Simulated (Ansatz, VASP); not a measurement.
**Two plane-wave programs on YRe3**

INCAR

```
  ALGO = Normal
  EDIFF = 1E-6
  ENCUT = 520
  GGA = PE
  ISIF = 2
  ISMEAR = 0
  LASPH = T
  LCHARG = F
  LREAL = F
  LWAVE = F
  NBANDS = 24
  NELM = 100
  PREC = Accurate
  SIGMA = 0.1
```

File KPOINTS:

```
k-points
0
Gamma
  4 4 4
```

Contents of POSCAR:

```
YRe3
1.0
    4.0857824598      0.0000000000      0.0000000000
    0.0000000000      4.0857824598      0.0000000000
    0.0000000000      0.0000000000      4.0857824598
Y Re
1 3
Direct
    0.0000000000      0.0000000000      0.0000000000
    0.0000000000      0.5000000000      0.5000000000
    0.5000000000      0.0000000000      0.5000000000
    0.5000000000      0.5000000000      0.0000000000
```

Input for Ansatz:

```yaml
crystal:
  lattice:
    - [4.0857824598, 0.0, 0.0]
    - [0.0, 4.0857824598, 0.0]
    - [0.0, 0.0, 4.0857824598]
  atoms:
    - { symbol: "Y", position: [0.0, 0.0, 0.0] }
    - { symbol: Re, position: [0.0, 0.5, 0.5] }
    - { symbol: Re, position: [0.5, 0.0, 0.5] }
    - { symbol: Re, position: [0.5, 0.5, 0.0] }
basis:
  ecutwfc: 420
kpoints:
  mp_grid: { grid: [4, 4, 4] }
hamiltonian:
  xc: pbe
scf:
  occupations: { method: gaussian, width: 0.1 }
  lower_state_search: "off"
output:
  forces: true
  stress: true
  eigenvalues: true
```

Alike in both runs: task single point; functional PBE; k mesh 4 × 4 × 4; occupations gaussian, width 0.1 eV; no spin polarisation.

|  | VASP | Ansatz |
| --- | --- | --- |
| version | VASP 6.6.1 | Ansatz 0.2.0 |
| potentials or method | VASP PAW PBE potentials, release 64 (Y_sv, Re), cutoff 520 eV | scalar-relativistic, plane waves, PAW |
| valence electrons in the cell | 32 | 56 |

|  | VASP | Ansatz | Ansatz less VASP |
| --- | --- | --- | --- |
| gap on the k mesh at the Fermi level (eV) | none | none | - |
| pressure (GPa) | 3.9 | 4.2 | +0.37 |

A gap of «none» marks a metal or a gap that the smearing closes. VASP's potentials hold 32 valence electrons a cell and Ansatz's 56, so a difference there can come from the potentials and not from the codes.

The k mesh is coarse, so the values compare programs but aren't converged. Spin-orbit coupling is off throughout.
